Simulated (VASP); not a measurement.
# Rh in VASP: notebook, part 2 of 2

VASP 6.6.1.

## (4) Single point, PBEsol (12.53 Å³/atom)

This run uses another cell than the first one, of 12.53 Å³/atom.

File INCAR:

```
ALGO     = Normal         # electronic algorithm
EDIFF    = 1E-6           # SCF threshold, eV
ENCUT    = 520            # plane-wave cutoff, eV
GGA      = PS             # functional
ISIF     = 2              # what is computed and relaxed
ISMEAR   = -1             # smearing method
LASPH    = T              # aspherical terms in the spheres
LCHARG   = F              # write CHGCAR
LREAL    = F              # projectors in reciprocal space
LWAVE    = F              # write WAVECAR
NBANDS   = 22             # bands
NELM     = 80             # most SCF steps
PREC     = Accurate       # precision mode
SIGMA    = 0.1            # smearing width, eV
```

File KPOINTS:

```
k-points
0
Gamma
  14 14 13
```

File POSCAR:

```
Rh
1.0
   -2.5339998703      2.9140717069      1.2396605343
    2.9140717069     -2.5339998703      1.2396605343
    1.7722227569      1.7722227569     -0.5435582696
Rh
2
Direct
    0.0101624413      0.9898375587      1.0000000000
    0.7398375587      0.2601624413      0.5000000000
```

Potentials or basis: VASP PAW PBE potentials, release 64 (Rh_pv).

Launch:

```console
$ cat potpaw_PBE.64/Rh_pv/POTCAR > POTCAR
$ mpirun -np 1 vasp_std > vasp.out
```

OUTCAR:

```text
EDIFF = 1E-6
   ENCUT = 520
   GGA = PS
   ISIF = 2
   ISMEAR = -1
   LASPH = T
   LREAL = F
   NELM = 80
   PREC = Accurate

 ion  position               nearest neighbor table
   1  0.010  0.990  0.000-   2 2.45   2 2.45   2 2.53   2 2.53   2 2.53   2 2.53
   2  0.740  0.260  0.500-   1 2.45   1 2.45   1 2.53   1 2.53   1 2.53   1 2.53

  LATTYP: Found a base centered monoclinic cell.
 ALAT       =     2.5369158762
 B/A-ratio  =     3.0370485618
[... 792 lines left out ...]

------------------------ aborting loop because EDIFF is reached ----------------------------------------

  FORCE on cell =-STRESS in cart. coord.  units (eV):
  Direction    XX          YY          ZZ          XY          YZ          ZX
  --------------------------------------------------------------------------------------
  -------------------------------------------------------------------------------------
  Total        7.6592485      7.6592485      6.5632094     -0.3361512     -0.1215611     -0.1215611
  in kB      489.6084029    489.6084029    419.5454030    -21.4880666     -7.7706473     -7.7706467
  external PRESSURE =     466.2540696 kB  Pullay stress =       0.0000000 kB

 VOLUME and BASIS-vectors are now :
 -----------------------------------------------------------------------------
  energy-cutoff  :      520.00
  volume of cell :       25.06
      direct lattice vectors                 reciprocal lattice vectors
    -2.533999870  2.914071707  1.239660534    -0.032699599  0.150851587  0.385223910
     2.914071707 -2.533999870  1.239660534     0.150851587 -0.032699599  0.385223910
     1.772222757  1.772222757 -0.543558270     0.269462107  0.269462107 -0.082615325

 POSITION                                       TOTAL-FORCE (eV/Angst)
 -----------------------------------------------------------------------------------
      2.85871     -2.47863      1.23966         0.278651     -0.278651     -0.000000
     -0.23050      2.38280      0.96788        -0.278651      0.278651      0.000000
 -----------------------------------------------------------------------------------
    total drift:                               -0.000000     -0.000000      0.000000

  FREE ENERGIE OF THE ION-ELECTRON SYSTEM (eV)
  ---------------------------------------------------
  free  energy   TOTEN  =       -15.4076742761 eV

  energy  without entropy=      -15.3436205093  energy(sigma->0) =      -15.37564739
```

OSZICAR:

```text
N       E                     dE             d eps       ncg     rms          rms(c)
DAV:   1     0.330454132083E+03    0.33045E+03   -0.18173E+04 30236   0.160E+03
DAV:   2    -0.898598347893E+01   -0.33944E+03   -0.32706E+03 31080   0.483E+02
DAV:   3    -0.163795965505E+02   -0.73936E+01   -0.73593E+01 35748   0.805E+01
DAV:   4    -0.164312662807E+02   -0.51670E-01   -0.51665E-01 33726   0.680E+00
DAV:   5    -0.164321508579E+02   -0.88458E-03   -0.88457E-03 36312   0.899E-01    0.212E+01
DAV:   6    -0.154795733671E+02    0.95258E+00   -0.18941E+00 34146   0.151E+01    0.826E+00
DAV:   7    -0.154166973123E+02    0.62876E-01   -0.10520E-01 36966   0.316E+00    0.284E+00
DAV:   8    -0.154080447008E+02    0.86526E-02   -0.15539E-02 32808   0.147E+00    0.393E-01
DAV:   9    -0.154076615450E+02    0.38316E-03   -0.51559E-04 35370   0.266E-01    0.808E-02
DAV:  10    -0.154076765515E+02   -0.15007E-04   -0.19298E-05 35374   0.443E-02    0.106E-02
DAV:  11    -0.154076748995E+02    0.16519E-05   -0.13932E-06 25666   0.157E-02    0.281E-03
DAV:  12    -0.154076742761E+02    0.62341E-06   -0.26825E-07 17898   0.647E-03
   1 F= -.15407674E+02 E0= -.15375647E+02  d E =-.640538E-01
```

It took 7.2 min on 1 thread of Oxide Virtual Turin-like, shared host; peak memory 0.35 GiB.

What came out:

| Quantity | Value |
| --- | --- |
| Free energy | -15.4077 eV |
| Pressure | 46.6 GPa |
| Largest force | 0.394 eV/Å |
| Band gap on the k mesh | zero (bands 15 and 16 overlap by 2.58 eV) |

Forces in eV/Å, atoms in the order of the input:
```
Rh   0.279 -0.279  0.000
Rh  -0.279  0.279  0.000
```

Stress tensor (GPa, compression positive):
```
48.96 -2.15 -0.78
-2.15 48.96 -0.78
-0.78 -0.78 41.95
```

Levels at points of the mesh, in eV from the Fermi level:
| k point | band 13 | band 14 | band 15 | band 16 | band 17 | band 18 |
| --- | --- | --- | --- | --- | --- | --- |
| (0.00, 0.00, 0.00) | -2.01 | -1.01 | -0.38 | 0.30 | 1.60 | 2.64 |
| (0.50, 0.00, 0.00) | -2.18 | -1.71 | -0.90 | 0.74 | 2.80 | 4.76 |
| (0.50, 0.50, 0.00) | -1.84 | -1.74 | -1.46 | -0.79 | 0.77 | 1.11 |

Caveat: the stress differs along the axes, from 42 to 49 GPa; the PAW data sets were made with another functional, which shifts forces and pressure a little.

## (5) Single point, PBEsol (13.10 Å³/atom)

This run uses another cell than the first one, of 13.10 Å³/atom.

File INCAR:

```
SYSTEM = Rh
PREC = Accurate
ENCUT = 520
EDIFF = 1E-6
ISMEAR = -1
SIGMA = 0.1
LREAL = .FALSE.
LASPH = .TRUE.
NELM = 100
ALGO = Normal
ISIF = 2
LWAVE = .FALSE.
LCHARG = .FALSE.
GGA = PS
NBANDS = 22
```

File KPOINTS:

```
regular mesh
0
G
  14 14 13
  0 0 0
```

File POSCAR:

```
Rh
1.0
   -2.5718263407      2.9575717277      1.2581656585
    2.9575717277     -2.5718263407      1.2581656585
    1.7986777431      1.7986777431     -0.5516722758
Rh
2
Direct
    0.0101624413      0.9898375587      1.0000000000
    0.7398375587      0.2601624413      0.5000000000
```

Potentials or basis: VASP PAW PBE potentials, release 64 (Rh_pv).

Launch:

```console
$ cat potpaw_PBE.64/Rh_pv/POTCAR > POTCAR
$ mpirun -np 1 vasp_std > vasp.out
```

OUTCAR:

```text
SYSTEM = Rh
   PREC = Accurate
   ENCUT = 520
   EDIFF = 1E-6
   ISMEAR = -1
   LREAL = .FALSE.
   LASPH = .TRUE.
   NELM = 100
   ISIF = 2
   GGA = PS

 ion  position               nearest neighbor table
   1  0.010  0.990  0.000-   2 2.48   2 2.48   2 2.56   2 2.56   2 2.56   2 2.56
   2  0.740  0.260  0.500-   1 2.48   1 2.48   1 2.56   1 2.56   1 2.56   1 2.56

  LATTYP: Found a base centered monoclinic cell.
 ALAT       =     2.5747858754
 B/A-ratio  =     3.0370485619
[... 794 lines left out ...]

  FORCE on cell =-STRESS in cart. coord.  units (eV):
  Direction    XX          YY          ZZ          XY          YZ          ZX
  --------------------------------------------------------------------------------------
  -------------------------------------------------------------------------------------
  Total        4.6521005      4.6521005      3.9811443     -0.2483171     -0.0673480     -0.0673480
  in kB      284.4504606    284.4504606    243.4251651    -15.1832275     -4.1179615     -4.1179620
  external PRESSURE =     270.7753621 kB  Pullay stress =       0.0000000 kB

 VOLUME and BASIS-vectors are now :
 -----------------------------------------------------------------------------
  energy-cutoff  :      520.00
  volume of cell :       26.20
      direct lattice vectors                 reciprocal lattice vectors
    -2.571826341  2.957571728  1.258165659    -0.032218653  0.148632859  0.379558030
     2.957571728 -2.571826341  1.258165659     0.148632859 -0.032218653  0.379558030
     1.798677743  1.798677743 -0.551672276     0.265498853  0.265498853 -0.081400217

 POSITION                                       TOTAL-FORCE (eV/Angst)
 -----------------------------------------------------------------------------------
      2.90138     -2.51563      1.25817         0.174017     -0.174017     -0.000000
     -0.23395      2.41837      0.98233        -0.174017      0.174017      0.000000
 -----------------------------------------------------------------------------------
    total drift:                                0.000000      0.000000     -0.000000

  FREE ENERGIE OF THE ION-ELECTRON SYSTEM (eV)
  ---------------------------------------------------
  free  energy   TOTEN  =       -15.6677004957 eV

  energy  without entropy=      -15.5980450761  energy(sigma->0) =      -15.63287279
```

stdout:

```text
POSCAR found type information on POSCAR Rh
 POSCAR found :  1 types and       2 ions
 scaLAPACK will be used
 -----------------------------------------------------------------------------
|                                                                             |
|                                                                             |
|     You enforced a specific xc type in the INCAR file but a different       |
|     I HOPE YOU KNOW WHAT YOU ARE DOING!                                     |
|                                                                             |
 -----------------------------------------------------------------------------

 LDA part: xc-table for (Slater+PW92), standard interpolation
 POSCAR, INCAR and KPOINTS ok, starting setup
 FFT: planning ... GRIDC
 FFT: planning ... GRID_SOFT
 FFT: planning ... GRID
 WAVECAR not read
 entering main loop
```

Run time: 10 min. Hardware: 1 thread of Oxide Virtual Turin-like, shared host; peak memory 0.37 GiB.

What came out:

```yaml
Free_energy: -15.6677 eV
Pressure: 27.1 GPa
Largest_force: 0.246 eV/Å
Band_gap_on_the_k_mesh: zero (bands 15 and 16 overlap by 2.38 eV)
```

Forces in eV/Å, atoms in the order of the input:
```
Rh   0.174 -0.174  0.000
Rh  -0.174  0.174  0.000
```

Stress tensor (GPa, compression positive):
```
28.45 -1.52 -0.41
-1.52 28.45 -0.41
-0.41 -0.41 24.34
```

Caveat: the cell stands under pressure; the PAW data sets were made with another functional, which shifts forces and pressure a little.

## (6) Single point, PBEsol (13.67 Å³/atom)

This run uses another cell than the first one, of 13.67 Å³/atom.

File INCAR:

```
  ALGO = Normal
  EDIFF = 1E-7
  ENCUT = 520
  GGA = PS
  ISIF = 2
  ISMEAR = -1
  LASPH = T
  LCHARG = T
  LELF = T
  LREAL = F
  LVHAR = T
  LWAVE = F
  NBANDS = 22
  NELM = 60
  PREC = Accurate
  SIGMA = 0.1
```

File KPOINTS:

```
k-points
0
Gamma
  14 14 13
```

File POSCAR:

```
Rh
1.0
   -2.6085716815      2.9998284615      1.2761418823
    2.9998284615     -2.6085716815      1.2761418823
    1.8243766115      1.8243766115     -0.5595543732
Rh
2
Direct
    0.0101624413      0.9898375587      1.0000000000
    0.7398375587      0.2601624413      0.5000000000
```

Potentials or basis: VASP PAW PBE potentials, release 64 (Rh_pv).

Launch:

```console
$ cat potpaw_PBE.64/Rh_pv/POTCAR > POTCAR
$ mpirun -np 1 vasp_std > vasp.out
```

It took 13 min on 1 thread of Oxide Virtual Turin-like, shared host; peak memory 0.38 GiB.

The run converged. Its results:

```
Free energy            : -15.8043 eV
Pressure               : 11.7 GPa
Largest force          : 0.125 eV/Å
Band gap on the k mesh : zero (bands 15 and 16 overlap by 2.21 eV)
```

Forces on the atoms (eV/Å):
```
Rh   0.089 -0.089  0.000
Rh  -0.089  0.089  0.000
```

Stress tensor (GPa, compression positive):
```
12.34 -1.01 -0.13
-1.01 12.34 -0.13
-0.13 -0.13 10.52
```

Levels at points of the mesh, in eV from the Fermi level:
| k point | band 12 | band 13 | band 14 | band 15 | band 16 | band 17 | band 18 | band 19 |
| --- | --- | --- | --- | --- | --- | --- | --- | --- |
| (0.00, 0.00, 0.00) | -1.86 | -1.76 | -0.87 | -0.34 | 0.25 | 1.37 | 2.55 | 10.87 |
| (0.50, 0.00, 0.00) | -2.63 | -1.92 | -1.54 | -0.79 | 0.64 | 2.50 | 4.49 | 5.46 |
| (0.50, 0.50, 0.00) | -2.92 | -1.62 | -1.52 | -1.30 | -0.69 | 0.66 | 0.94 | 14.30 |

Caveat: the cell stands under pressure; the PAW data sets were made with another functional, which shifts forces and pressure a little.

## (7) Overview

| cell | gap on the mesh (eV) | pressure (GPa) | largest force (eV/Å) |
| --- | --- | --- | --- |
| a = 4.232, b = 4.232, c = 2.676 Å, angles 90.0, 90.0, 143.5°, 2 atoms | none | -0.3 | 0.03 |
| a = 4.288, b = 4.288, c = 2.711 Å, angles 90.0, 90.0, 143.5°, 2 atoms | none | -9.7 | 0.06 |
| a = 4.056, b = 4.056, c = 2.565 Å, angles 90.0, 90.0, 143.5°, 2 atoms | none | 46.6 | 0.39 |
| a = 4.116, b = 4.116, c = 2.603 Å, angles 90.0, 90.0, 143.5°, 2 atoms | none | 27.1 | 0.25 |
| a = 4.175, b = 4.175, c = 2.640 Å, angles 90.0, 90.0, 143.5°, 2 atoms | none | 11.7 | 0.13 |

Alike in all rows: task single point; level PBEsol; potentials or basis VASP PAW PBE potentials, release 64 (Rh_pv); no spin polarisation; k mesh 14 × 14 × 13; cutoff (eV) 520; smearing fermi-dirac 0.1 eV.

Caveats: the PAW data sets were made with another functional, which shifts forces and pressure a little; the cell stands under pressure (at least some runs); the cell stands under tension (at least some runs); the stress differs along the axes, from 42 to 49 GPa (at least some runs).

Total energies depend on the potentials used, so only differences within one code and one set of settings carry meaning.
